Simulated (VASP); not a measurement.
# BN (P4_2/mnm) in VASP: further runs

The runs below take BN through single point, with PBEsol.

Everything below comes from runs of VASP 6.6.1. Logs are shortened: lines on timing, memory, paths and dates and some standing lists are left out, and cuts for length are marked.

**1. The cell of the first run**

The structure is tetragonal, space group P4_2/mnm (No. 136). Conventional cell: a = 4.299 Å, b = 4.299 Å, c = 2.843 Å, α = 90.00°, β = 90.00°, γ = 90.00°. B (site symmetry m2m) has 4 N at 1.56 to 1.65 Å and 1 B at 2.12 Å within 2.2 Å. Within 2.1 Å of N (site symmetry m2m) lie 4 B at 1.56 to 1.65 Å.

**2. Single point, PBEsol**

Input file INCAR:

```
ALGO = Normal
EDIFF = 1E-7
ENCUT = 520
GGA = PS
ISIF = 2
ISMEAR = 0
LASPH = True
LCHARG = True
LELF = True
LREAL = False
LVHAR = True
LWAVE = False
NBANDS = 26
NELM = 100
PREC = Accurate
SIGMA = 0.05
```

Input file KPOINTS:

```
k-points
0
Gamma
  6 6 10
```

Input file POSCAR:

```
BN
1.0
    4.2993000000      0.0000000000      0.0000000000
    0.0000000000      4.2993000000      0.0000000000
    0.0000000000      0.0000000000      2.8426000000
B N
4 4
Direct
    0.1741337327      0.8258662673      0.5000000000
    0.3258662673      0.3258662673      0.0000000000
    0.6741337327      0.6741337327      0.0000000000
    0.8258662673      0.1741337327      0.5000000000
    0.8123909516      0.8123909516      0.5000000000
    0.3123909516      0.6876090484      0.0000000000
    0.6876090484      0.3123909516      0.0000000000
    0.1876090484      0.1876090484      0.5000000000
```

Potentials or basis: VASP PAW PBE potentials, release 64 (B, N).

Started as:

```console
$ cat potpaw_PBE.64/B/POTCAR potpaw_PBE.64/N/POTCAR > POTCAR
$ mpirun -np 1 vasp_std > vasp.out
```

OUTCAR:

```text
EDIFF = 1E-7
   ENCUT = 520
   GGA = PS
   ISIF = 2
   ISMEAR = 0
   LASPH = True
   LREAL = False
   NELM = 100
   PREC = Accurate

 ion  position               nearest neighbor table
   1  0.174  0.826  0.500-   5 1.56   8 1.56   6 1.65   6 1.65   4 2.12
   2  0.326  0.326  0.000-   6 1.56   7 1.56   8 1.65   8 1.65   3 2.12
   3  0.674  0.674  0.000-   6 1.56   7 1.56   5 1.65   5 1.65   2 2.12
   4  0.826  0.174  0.500-   5 1.56   8 1.56   7 1.65   7 1.65   1 2.12
   5  0.812  0.812  0.500-   1 1.56   4 1.56   3 1.65   3 1.65
   6  0.312  0.688  0.000-   2 1.56   3 1.56   1 1.65   1 1.65
   7  0.688  0.312  0.000-   2 1.56   3 1.56   4 1.65   4 1.65
   8  0.188  0.188  0.500-   1 1.56   4 1.56   2 1.65   2 1.65

  LATTYP: Found a simple tetragonal cell.
 ALAT       =     4.2993000000
 C/A-ratio  =     0.6611774010

  Lattice vectors:

 A1 = (   4.2993000000,   0.0000000000,   0.0000000000)
 A2 = (   0.0000000000,   4.2993000000,   0.0000000000)
 A3 = (   0.0000000000,   0.0000000000,   2.8426000000)

Analysis of symmetry for initial positions (statically):
=====================================================================
 Subroutine PRICEL returns:
 Original cell was already a primitive cell.

 Routine SETGRP: Setting up the symmetry group for a
 simple tetragonal supercell.

 Subroutine GETGRP returns: Found 16 space group operations
 (whereof  8 operations were pure point group operations)
 out of a pool of 16 trial point group operations.

The static configuration has the point symmetry D_2h.
 The point group associated with its full space group is D_4h.

Analysis of symmetry for dynamics (positions and initial velocities):
=====================================================================
 Subroutine PRICEL returns:
 Original cell was already a primitive cell.

 Routine SETGRP: Setting up the symmetry group for a
 simple tetragonal supercell.

 Subroutine GETGRP returns: Found 16 space group operations
 (whereof  8 operations were pure point group operations)
 out of a pool of 16 trial point group operations.

The dynamic configuration has the point symmetry D_2h.
 The point group associated with its full space group is D_4h.

 Subroutine INISYM returns: Found 16 space group operations
 (whereof  8 operations are pure point group operations),
 and found     1 'primitive' translations

----------------------------------------------------------------------------------------

                                     Primitive cell

  volume of cell :      52.5426

  direct lattice vectors                    reciprocal lattice vectors
     4.299300000  0.000000000  0.000000000     0.232596004  0.000000000  0.000000000
     0.000000000  4.299300000  0.000000000     0.000000000  0.232596004  0.000000000
     0.000000000  0.000000000  2.842600000     0.000000000  0.000000000  0.351790614

  length of vectors
     4.299300000  4.299300000  2.842600000     0.232596004  0.232596004  0.351790614

  position of ions in fractional coordinates (direct lattice)
     0.174133733  0.825866267  0.500000000
     0.325866267  0.325866267  0.000000000
     0.674133733  0.674133733  0.000000000
     0.825866267  0.174133733  0.500000000
     0.812390952  0.812390952  0.500000000
     0.312390952  0.687609048  0.000000000
     0.687609048  0.312390952  0.000000000
     0.187609048  0.187609048  0.500000000

  ion indices of the primitive-cell ions
   primitive index   ion index
                 1           1
                 2           2
                 3           3
                 4           4
                 5           5
                 6           6
                 7           7
                 8           8

----------------------------------------------------------------------------------------

 KPOINTS: k-points

Automatic generation of k-mesh.
 Grid dimensions read from file:
 generate k-points for:    6    6   10

 Generating k-lattice:

  Cartesian coordinates                     Fractional coordinates (reciprocal lattice)
     0.038766001  0.000000000  0.000000000     0.166666667  0.000000000  0.000000000
     0.000000000  0.038766001  0.000000000     0.000000000  0.166666667  0.000000000
     0.000000000  0.000000000  0.035179061     0.000000000  0.000000000  0.100000000

  Length of vectors
     0.038766001  0.038766001  0.035179061

  Shift w.r.t. Gamma in fractional coordinates (k-lattice)
     0.000000000  0.000000000  0.000000000

 Subroutine IBZKPT returns following result:
 ===========================================

 Found     60 irreducible k-points:

 Following reciprocal coordinates:
            Coordinates               Weight
  0.000000  0.000000  0.000000      1.000000
  0.166667  0.000000  0.000000      4.000000
  0.333333  0.000000  0.000000      4.000000
  0.500000  0.000000  0.000000      2.000000
  0.166667  0.166667  0.000000      4.000000
  0.333333  0.166667  0.000000      8.000000
[... 16 lines left out ...]
  0.333333  0.000000  0.200000      8.000000
  0.500000  0.000000  0.200000      4.000000
 [... further k-points ...]
   k-points           NKPTS =     60   k-points in BZ     NKDIM =     60   number of bands    NBANDS=     26
   number of dos      NEDOS =    301   number of ions     NIONS =      8
   total plane-waves  NPLWV =  24576
   dimension x,y,z NGX =    32 NGY =   32 NGZ =   24
   dimension x,y,z NGXF=    64 NGYF=   64 NGZF=   48
   ions per type =               4   4
   NGX,Y,Z   is equivalent  to a cutoff of  12.37, 12.37, 14.04 a.u.
   NGXF,Y,Z  is equivalent  to a cutoff of  24.75, 24.75, 28.07 a.u.
 SYSTEM =  unknown system
   PREC   = accura    normal or accurate (medium, high low for compatibility)
   ISTART =      0    job   : 0-new  1-cont  2-samecut
   ICHARG =      2    charge: 1-file 2-atom 10-const
   ISPIN  =      1    spin polarized calculation?
   LNONCOLLINEAR =      F non collinear calculations
   LSORBIT =      F    spin-orbit coupling
   LASPH  =      T    aspherical Exc in radial PAW
   ENCUT  =  520.0 eV  38.22 Ry    6.18 a.u.   7.99  7.99  5.29*2*pi/ulx,y,z
   NELM   =    100;   NELMIN=  2; NELMDL= -5     # of ELM steps
   EDIFF  = 0.1E-06   stopping-criterion for ELM
   LREAL  =      F    real-space projection
   EDIFFG = 0.1E-05   stopping-criterion for IOM
   NSW    =      0    number of steps for IOM
   IBRION =     -1    ionic relax: 0-MD 1-quasi-New 2-CG
   NFREE  =      0    steps in history (QN), initial steepest desc. (CG)
   ISIF   =      2    stress and relaxation
   ISYM   =      2    0-nonsym 1-usesym 2-fastsym
   POTIM  = 0.5000    time-step for ionic-motion
   TEBEG  =    0.0;   TEEND  =   0.0 temperature during run
   PSTRESS=    0.0 pullay stress
   NELECT =      32.0000    total number of electrons
   NUPDOWN=      -1.0000    fix difference up-down
   EMIN   =  10.00;   EMAX   =-10.00  energy-range for DOS
   EFERMI =   0.00;   METHOD = LEGACY
   ISMEAR =     0;   SIGMA  =   0.05  broadening in eV -4-tet -1-fermi 0-gaus
   EFERMI_NEDOS =   21; number of points for ismear=-14 and -15
   IALGO  =     38    algorithm
   IMIX   =      4    mixing-type and parameters
     AMIX     =   0.40;   BMIX     =  1.00
     AMIX_MAG =   1.60;   BMIX_MAG =  1.00
  volume/ion in A,a.u.               =       6.57        44.32
  Fermi-wavevector in a.u.,A,eV,Ry     =   1.387675  2.622325 26.199946  1.925642
  Thomas-Fermi vector in A             =   2.511874
   LORBIT       =      0    0 simple, 1 ext, 2 COOP (PROOUT), +10 PAW based schemes
   GGA     = PS    functional components
   LHFCALC =     F    Hartree Fock is set to
   AEXX    =    0.0000 exact exchange contribution
   IVDW    =     0    specifies the selected vdW correction
   LEPSILON=     F    determine dielectric tensor
   LRPA    =     F    only Hartree local field effects (RPA)
 non-spin polarized calculation
 Gauss-broadening in eV      SIGMA  =   0.05
  energy-cutoff  :      520.00
  volume of cell :       52.54
 maximum number of plane-waves:      1440
 NGX is ok and might be reduce to    32
   NGX = 15   NGY = 15   NGZ = 11

 number of electron      31.9999995 magnetization

 Free energy of the ion-electron system (eV)
  ---------------------------------------------------
  ext. energy  EPLUGINS =         0.00000000
  ---------------------------------------------------
  free energy    TOTEN  =       -70.79360572 eV

  energy without entropy =      -70.79360572  energy(sigma->0) =      -70.79360572

 E-fermi :   6.7104     XC(G=0): -12.4230

 val. band max:        6.4130439090   @ k =   0.0000   0.0000   0.0000
 cond. band min:       9.9232646981   @ k =   0.0000   0.0000   0.0000
 fundamental gap:      3.5102207891
 Fermi energy:         6.7103880301

 k-point     1 :       0.0000    0.0000    0.0000
  band No.  band energies     occupation
      1     -13.3638      2.00000
      2      -9.3744      2.00000
      3      -8.8162      2.00000
      4      -8.8162      2.00000
      5      -2.4972      2.00000
      6      -2.1249      2.00000
[... 18 lines left out ...]
     25      17.4407      0.00000
     26      17.4539      0.00000

 k-point     2 :       0.1667    0.0000    0.0000
  band No.  band energies     occupation
      1     -13.2134      2.00000
      2     -10.1012      2.00000
      3      -8.7369      2.00000
      4      -8.4081      2.00000
      5      -2.6290      2.00000
      6      -1.8884      2.00000
[... 18 lines left out ...]
     25      17.2235      0.00000
     26      17.7215      0.00000

 k-point     3 :       0.3333    0.0000    0.0000
  band No.  band energies     occupation
      1     -12.7691      2.00000
      2     -11.1261      2.00000
      3      -8.5283      2.00000
      4      -8.1942      2.00000
      5      -3.0075      2.00000
      6      -2.1909      2.00000
[... 572 lines left out ...]
 k-point    23 :       0.3333    0.0000    0.2000
  band No.  band energies     occupation
      1     -12.3166      2.00000
      2     -10.7759      2.00000
      3      -8.3001      2.00000
      4      -8.1346      2.00000
      5      -2.5718      2.00000
      6      -2.0349      2.00000
[... 18 lines left out ...]
     25      17.0805      0.00000
     26      17.3407      0.00000

 k-point    24 :       0.5000    0.0000    0.2000
  band No.  band energies     occupation
      1     -11.6382      2.00000
      2     -11.6382      2.00000
      3      -8.1586      2.00000
      4      -8.1586      2.00000
      5      -2.5249      2.00000
      6      -2.5249      2.00000
[... 18 lines left out ...]
     25      17.0658      0.00000
     26      17.0658      0.00000

 [... further k-points ...]
[... 5 lines left out ...]
  --------------------------------------------------------------------------------------
  -------------------------------------------------------------------------------------
  Total        3.7613676      3.7613676    -26.2379449      0.0000000      0.0000000      0.0000000
  in kB      114.6951637    114.6951637   -800.0721348      0.0000000      0.0000000      0.0000000
  external PRESSURE =    -190.2272692 kB  Pullay stress =       0.0000000 kB

 VOLUME and BASIS-vectors are now :
 -----------------------------------------------------------------------------
  energy-cutoff  :      520.00
  volume of cell :       52.54
      direct lattice vectors                 reciprocal lattice vectors
     4.299300000  0.000000000  0.000000000     0.232596004  0.000000000  0.000000000
     0.000000000  4.299300000  0.000000000     0.000000000  0.232596004  0.000000000
     0.000000000  0.000000000  2.842600000     0.000000000  0.000000000  0.351790614

 POSITION                                       TOTAL-FORCE (eV/Angst)
 -----------------------------------------------------------------------------------
      0.74865      3.55065      1.42130         0.130773     -0.130773     -0.000000
      1.40100      1.40100      0.00000        -0.130773     -0.130773     -0.000000
      2.89830      2.89830      0.00000         0.130773      0.130773      0.000000
      3.55065      0.74865      1.42130        -0.130773      0.130773      0.000000
      3.49271      3.49271      1.42130        -0.743736     -0.743736     -0.000000
      1.34306      2.95624      0.00000        -0.743736      0.743736      0.000000
      2.95624      1.34306      0.00000         0.743736     -0.743736     -0.000000
      0.80659      0.80659      1.42130         0.743736      0.743736      0.000000
 -----------------------------------------------------------------------------------
    total drift:                                0.000000     -0.000000     -0.000000

  FREE ENERGIE OF THE ION-ELECTRON SYSTEM (eV)
  ---------------------------------------------------
  free  energy   TOTEN  =       -70.7936057174 eV

  energy  without entropy=      -70.7936057174  energy(sigma->0) =      -70.79360572
```

Run time: 55 s. Hardware: 1 thread of AMD EPYC 7R13 (Zen 3), shared host; peak memory 0.17 GiB.

Results:

```
Free energy            : -70.7936 eV
Pressure               : -19.0 GPa
Largest force          : 1.052 eV/Å
Band gap on the k mesh : 3.51 eV
```

Forces in eV/Å, atoms in the order of the input:
```
B    0.131 -0.131  0.000
B   -0.131 -0.131  0.000
B    0.131  0.131  0.000
B   -0.131  0.131  0.000
N   -0.744 -0.744  0.000
N   -0.744  0.744  0.000
N    0.744 -0.744  0.000
N    0.744  0.744  0.000
```

Levels at points of the mesh, in eV from the valence-band top:
| k point | band 14 | band 15 | band 16 | band 17 | band 18 | band 19 |
| --- | --- | --- | --- | --- | --- | --- |
| (0.00, 0.00, 0.00) | -0.78 | 0.00 | 0.00 | 3.51 | 5.38 | 6.83 |
| (0.50, 0.00, 0.00) | -1.98 | -1.55 | -1.55 | 4.92 | 4.92 | 7.04 |
| (0.50, 0.50, 0.00) | -3.33 | -1.77 | -1.77 | 5.43 | 5.43 | 6.11 |
| (0.00, 0.00, 0.50) | -3.80 | -3.45 | -3.45 | 6.04 | 6.04 | 10.51 |
| (0.50, 0.00, 0.50) | -3.82 | -1.54 | -1.54 | 6.82 | 6.82 | 8.67 |
| (0.50, 0.50, 0.50) | -3.02 | -2.18 | -2.18 | 6.18 | 6.18 | 7.19 |

Caveat: the cell stands under tension; the PAW data sets were made with another functional, which shifts forces and pressure a little. A k mesh can miss the band edges.

[end of part 1 of 3]
